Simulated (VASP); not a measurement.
A run of VASP 6.6.1:

The input INCAR:

```
PREC = Accurate
ENCUT = 520
EDIFF = 1E-6
ISMEAR = 0
SIGMA = 0.15
LREAL = False
LASPH = True
NELM = 80
ALGO = Normal
ISIF = 2
LWAVE = False
LCHARG = False
NBANDS = 22
```

The input KPOINTS:

```
regular mesh
0
Gamma
  10 10 10
```

The input POSCAR:

```
GaSb3
1.0
    0.0000000000      3.6220011279      3.3565084452
    3.6220011279      0.0000000000      3.3565084452
    3.6220011279      3.6220011279      0.0000000000
Ga Sb
1 3
Direct
    0.0000000000      0.0000000000      0.0000000000
    0.2500000000      0.2500000000      0.2500000000
    0.7500000000      0.7500000000      0.7500000000
    0.5000000000      0.5000000000      0.5000000000
```

Potentials or basis: VASP PAW LDA potentials, release 64 (Ga_d, Sb).

Command:

```sh
$ cat potpaw_LDA.64/Ga_d/POTCAR potpaw_LDA.64/Sb/POTCAR > POTCAR
$ mpirun -np 1 vasp_std > vasp.out
```

Hardware: 1 thread of Intel(R) Xeon(R) 6975P-C (Granite Rapids), on a shared host.

Question: Estimate the wall time of this run.

Answer: Run time: 2.6 min on 1 thread of Intel(R) Xeon(R) 6975P-C (Granite Rapids) (shared host), peak memory 0.32 GiB. Counts: scf iterations 11, k points 102.
